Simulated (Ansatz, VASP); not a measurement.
# One calculation of FeCu, two programs

```
Fe Cu
1.0
     1.36243   -1.88311    0.00000
     1.36243    1.88311    0.00000
     0.00000    0.00000    3.91992
Fe Cu
1 1
Direct
  0.00000 0.00000 0.00000
  0.50000 0.50000 0.50000
```

Change from the starting cell: volume scaled by 0.85, LAPW.

Alike in both runs: task single point; functional PBE; k mesh 12 × 12 × 7; occupations fermi-dirac, width 0.03 eV; collinear spin.

```csv
,VASP,Ansatz
version,VASP 6.6.1,Ansatz 0.2.0
potentials or method,"VASP PAW PBE potentials, release 64 (Fe, Cu), cutoff 520 eV","all-electron LAPW, scalar-relativistic"
```

Ansatz gave:

```
pressure (GPa)                                                : 37.4
traceless stress, the component that is largest in VASP (GPa) : 0.06
net moment per atom (μB)                                      : 1.08
size of the moment on the site where the two differ most (μB) : 2.12
```

**Question.** Estimate VASP's values.

**Answer.** Pressure (GPa): 37.3; traceless stress, the component that is largest in VASP (GPa): -0.36; net moment per atom (μB): 1.07; size of the moment on the site where the two differ most (μB): 2.09.

Site moments also hang on the region over which each program counts them. Both programs put the cell under a high pressure, so it lies far from rest at this level. Ansatz ran all-electron here, and VASP with PAW potentials.
